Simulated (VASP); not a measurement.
Here is a VASP 6.6.1 calculation.

File INCAR:

```
SYSTEM = Mg3ZnS4
ALGO = Normal
EDIFF = 1E-6
EDIFFG = -0.025
ENCUT = 600
GGA = PE
IBRION = 2
ISIF = 3
ISMEAR = 0
LASPH = .TRUE.
LCHARG = .FALSE.
LREAL = .FALSE.
LWAVE = .FALSE.
NELM = 80
NSW = 80
PREC = Accurate
SIGMA = 0.1
```

KPOINTS

```
k-points
0
G
  4 4 2
  0 0 0
```

The input POSCAR:

```
Mg3ZnS4
1.0
    3.5545524120     -0.0574469105      0.0068375607
   -0.0574469105      3.6899104396      0.0271758158
    0.0193320167      0.0768349048     10.4511068297
Mg Zn S
3 1 4
Direct
   -0.0017530948      0.0290710240      0.7534557369
   -0.0009256038     -0.0012856473      0.2479691677
    0.5060705564      0.5260487877      0.5034006662
    0.4886931604      0.4758302030      0.0114029395
    0.0006217999     -0.0097538065     -0.0042276407
    0.5251698184      0.4955204384      0.2447591000
    0.0004675080     -0.0231180949      0.4990063995
    0.4816558555      0.5076870956      0.7442336309
```

Potentials or basis: VASP PAW PBE potentials, release 64 (Mg, Zn, S).

The run is started by

```bash
$ cat potpaw_PBE.64/Mg/POTCAR potpaw_PBE.64/Zn/POTCAR potpaw_PBE.64/S/POTCAR > POTCAR
$ mpirun -np 1 vasp_std > vasp.out
```

Problem. What does it give for the relaxed cell?

Solution. a = 3.691 Å, b = 3.689 Å, c = 10.347 Å, α = 90.02°, β = 90.01°, γ = 89.78°.

Problem. Estimate the relaxed volume.

Solution. 17.61 Å³/atom.

Step by step:
```csv
step,energy change (eV),largest force (eV/Å),pressure (GPa),volume (Å³)
1,0.0000,0.9610,3.19,137.03
2,-0.1925,0.3556,-1.30,143.85
3,-0.1938,0.3194,-1.65,144.50
4,-0.2425,0.2432,-0.43,141.84
5,-0.2516,0.2054,0.40,140.20
6,-0.2631,0.1602,0.13,140.56
7,-0.2706,0.1869,-0.28,141.25
8,-0.2757,0.1336,0.17,140.46
9,-0.2763,0.1165,0.33,140.15
10,-0.2801,0.0616,-0.10,140.96
11,-0.2803,0.0596,-0.22,141.19
12,-0.2817,0.0436,0.07,140.69
13,-0.2817,0.0446,0.09,140.66
14,-0.2822,0.0241,-0.03,140.87
```

Caveat: the k points lie up to 0.43 Å⁻¹ apart in the final cell.
